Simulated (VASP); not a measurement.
A run of VASP 6.6.1 is set up as follows.

The input INCAR:

```
PREC = Accurate ; ENCUT = 520
EDIFF = 1E-7 ; ISMEAR = -1
SIGMA = 0.1 ; LREAL = F
LASPH = T ; NELM = 80
ALGO = Normal ; ISIF = 2
LWAVE = F ; LCHARG = F
GGA = PE ; NBANDS = 13
```

KPOINTS

```
Automatic mesh
0
Gamma
  13 13 13
```

Contents of POSCAR:

```
Mo
1.0
   -1.5734200000      1.5734200000      1.5734200000
    1.5734200000     -1.5734200000      1.5734200000
    1.5734200000      1.5734200000     -1.5734200000
Mo
1
Direct
    0.0000000000      0.0000000000      0.0000000000
```

Potentials or basis: VASP PAW PBE potentials, release 64 (Mo_sv).

Run with:

```sh
$ cat potpaw_PBE.64/Mo_sv/POTCAR > POTCAR
$ mpirun -np 1 vasp_std > vasp.out
```

Task: Estimate the pressure.

Result: 3.9 GPa.

Task: Estimate the band gap on the k mesh.

Result: Zero (band 7 reaches 16.27 eV, above the bottom of band 8 at 11.28 eV).
